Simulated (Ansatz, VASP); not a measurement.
## CdSe: VASP beside Ansatz

Contents of INCAR:

```
SYSTEM = CdSe
PREC = Accurate
ENCUT = 520
EDIFF = 1E-6
ISMEAR = 0
SIGMA = 0.05
LREAL = .FALSE.
LASPH = .TRUE.
NELM = 60
ALGO = Normal
ISIF = 2
LWAVE = .FALSE.
LCHARG = .FALSE.
GGA = PE
NBANDS = 26
```

File KPOINTS:

```
regular mesh
0
G
  10 10 6
  0 0 0
```

File POSCAR:

```
CdSe
1.0
    4.3833493792      0.0000000000      0.0000000000
   -2.1916746896      3.7960919161      0.0000000000
    0.0000000000      0.0000000000      7.1544186791
Cd Se
2 2
Direct
    0.6666666667      0.3333333333     -0.0003929495
    0.3333333333      0.6666666667      0.4996070505
    0.6666666667      0.3333333333      0.3753929495
    0.3333333333      0.6666666667      0.8753929495
```

Input for Ansatz:

```yaml
crystal:
  lattice:
    - [4.3833493792, 0.0, 0.0]
    - [-2.1916746896, 3.7960919161, 0.0]
    - [0.0, 0.0, 7.1544186791]
  atoms:
    - { symbol: Cd, position: [0.6666666667, 0.3333333333, -0.0003929495] }
    - { symbol: Cd, position: [0.3333333333, 0.6666666667, 0.4996070505] }
    - { symbol: Se, position: [0.6666666667, 0.3333333333, 0.3753929495] }
    - { symbol: Se, position: [0.3333333333, 0.6666666667, 0.8753929495] }
basis:
  ecutwfc: 420
  ecutrho_ratio: 4
kpoints:
  mp_grid: { grid: [10, 10, 6] }
  band_path:
    path:
      - [[0.0, 0.0, 0.0], [0.5, 0.0, 0.0], [0.33333333, 0.33333333, 0.0], [0.0, 0.0, 0.0], [0.0, 0.0, 0.5], [0.5, 0.0, 0.5], [0.33333333, 0.33333333, 0.5], [0.0, 0.0, 0.5]]
      - [[0.5, 0.0, 0.5], [0.5, 0.0, 0.0]]
      - [[0.33333333, 0.33333333, 0.5], [0.33333333, 0.33333333, 0.0]]
    npoints: 14
hamiltonian:
  xc: pbe
scf:
  occupations: { method: gaussian, width: 0.05 }
  n_extra_bands: 19
output:
  forces: true
  stress: true
  eigenvalues: true
  populations: true
  dos: { projected: true, de: 0.02, nscf_kmesh: { grid: [15, 15, 9] } }
  bader: true
  write_density: true
  write_potential: true
  elf: true
  volumetric_format: npy
```

Alike in both runs: task single point; functional PBE; k mesh 10 × 10 × 6; occupations gaussian, width 0.05 eV; no spin polarisation.

|  | VASP | Ansatz |
| --- | --- | --- |
| version | VASP 6.6.1 | Ansatz 0.2.0 |
| potentials or method | VASP PAW PBE potentials, release 64 (Cd, Se), cutoff 520 eV | scalar-relativistic, plane waves, PAW |
| valence electrons in the cell | 36 | 72 |

|  | VASP | Ansatz | Ansatz less VASP |
| --- | --- | --- | --- |
| gap on the k mesh at the Fermi level (eV) | 0.54 | 0.54 | +0.002 |
| least direct gap on the mesh (eV) | 0.54 | 0.54 | +0.002 |
| pressure (GPa) | 0.2 | 0.0 | -0.24 |

With one functional, cell and mesh, what is left measures potentials, basis and numerics. VASP's potentials hold 36 valence electrons a cell and Ansatz's 72, so a difference there can come from the potentials and not from the codes.
